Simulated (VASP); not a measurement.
A run of VASP 6.6.1 is set up as follows.

File INCAR:

```
SYSTEM = Mg
PREC = Accurate ; ENCUT = 520
EDIFF = 1E-7 ; ISMEAR = -1
SIGMA = 0.15 ; LREAL = .False.
LASPH = .True. ; NELM = 60
ALGO = Normal ; ISIF = 2
LWAVE = .False. ; LCHARG = .True.
GGA = PE ; LELF = .True.
LVHAR = .True. ; NBANDS = 9
```

The input KPOINTS:

```
Automatic mesh
0
Gamma
  15 15 8
  0 0 0
```

The input POSCAR:

```
Mg
1.0
    3.2067996307      0.0000000000      0.0000000000
   -1.6033998153      2.7771699450      0.0000000000
    0.0000000000      0.0000000000      5.1631669609
Mg
2
Direct
    0.3333333333      0.6666666667      0.2500000000
    0.6666666667      0.3333333333      0.7500000000
```

Potentials or basis: VASP PAW PBE potentials, release 64 (Mg).

Command:

```sh
$ cat potpaw_PBE.64/Mg/POTCAR > POTCAR
$ mpirun -np 1 vasp_std > vasp.out
```

Q: What does it give for the band gap on the k mesh?

A: Zero (bands 2 and 3 overlap by 2.07 eV).

Q: What does it give for the pressure?

A: -0.1 GPa.
